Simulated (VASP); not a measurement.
Input of a VASP 6.6.1 run:

File POSCAR:

```
Li
1.0
   -1.7290228958      1.7290228958      1.7290228958
    1.7290228958     -1.7290228958      1.7290228958
    1.7290228958      1.7290228958     -1.7290228958
Li
1
Direct
    0.0000000000      0.0000000000      0.0000000000
```

The input INCAR.step1:

```
ALGO = Normal
EDIFF = 1E-5
ENCUT = 830
GGA = PE
GGA_COMPAT = F
ISMEAR = 0
LASPH = T
LCHARG = F
LREAL = F
LWAVE = T
NBANDS = 8
NELM = 120
PREC = Accurate
SIGMA = 0.05
```

The input INCAR.step2:

```
ALGO = Normal
EDIFF = 1E-6
ENCUT = 830
GGA_COMPAT = F
ISIF = 2
ISMEAR = 0
ISTART = 1
LASPH = T
LCHARG = F
LMIXTAU = T
LREAL = F
LWAVE = F
METAGGA = R2SCAN
NBANDS = 8
NELM = 120
PREC = Accurate
SIGMA = 0.05
```

Contents of KPOINTS:

```
k-points
0
Gamma
  8 8 8
```

Potentials or basis: VASP PAW PBE potentials, release 64 (Li_sv).

Command:

```console
$ cat potpaw_PBE.64/Li_sv/POTCAR > POTCAR
$ cp INCAR.step1 INCAR
$ mpirun -np 1 vasp_std > vasp.out
$ cp INCAR.step2 INCAR
$ mpirun -np 1 vasp_std > vasp.out
```

**Question.** Estimate the pressure.

**Answer.** 0.1 GPa.

**Question.** Estimate the band gap on the k mesh.

**Answer.** Zero (an odd number of electrons rules out a gap without spin polarisation).

Caveat: the PAW data sets were made with another functional, which shifts forces and pressure a little.
